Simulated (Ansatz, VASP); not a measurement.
# Two plane-wave programs on Ge

```
Ge
1.0
     3.99759    0.00000    0.00000
    -1.99879    3.46201    0.00000
     0.00000    0.00000    6.59938
Ge
4
Direct
  0.33333 0.66667 0.93710
  0.66667 0.33333 0.43710
  0.33333 0.66667 0.56290
  0.66667 0.33333 0.06290
```

Alike in both runs: task relaxation of cell and atoms; functional PBEsol; dispersion D4; k mesh 8 × 8 × 4; occupations fermi-dirac, width 0.05 eV; no spin polarisation.

|  | VASP | Ansatz |
| --- | --- | --- |
| version | VASP 6.6.1 | Ansatz 0.2.0 |
| potentials or method | VASP PAW PBE potentials, release 64 (Ge_d) | Ansatz PAW |
| plane-wave cutoff (eV) | 600 | 420 |
| valence electrons in the cell | 56 | 56 |

|  | VASP | Ansatz | Ansatz less VASP |
| --- | --- | --- | --- |
| gap on the k mesh at the Fermi level, each at its own relaxed structure (eV) | none | none | - |
| relaxed volume (Å³/atom) | 22.40 | 22.40 | +0.002 |
| relaxed cell length with the largest relative difference (Å) | 3.975 | 3.975 | +0.0003 |

VASP's potentials were made for PBE, not for PBEsol. A gap of «none» marks a metal or a gap that the smearing closes.

Noted on Ansatz's run: the plane-wave basis is chosen anew once the cell has moved, so the energies of steps on either side of that aren't comparable.
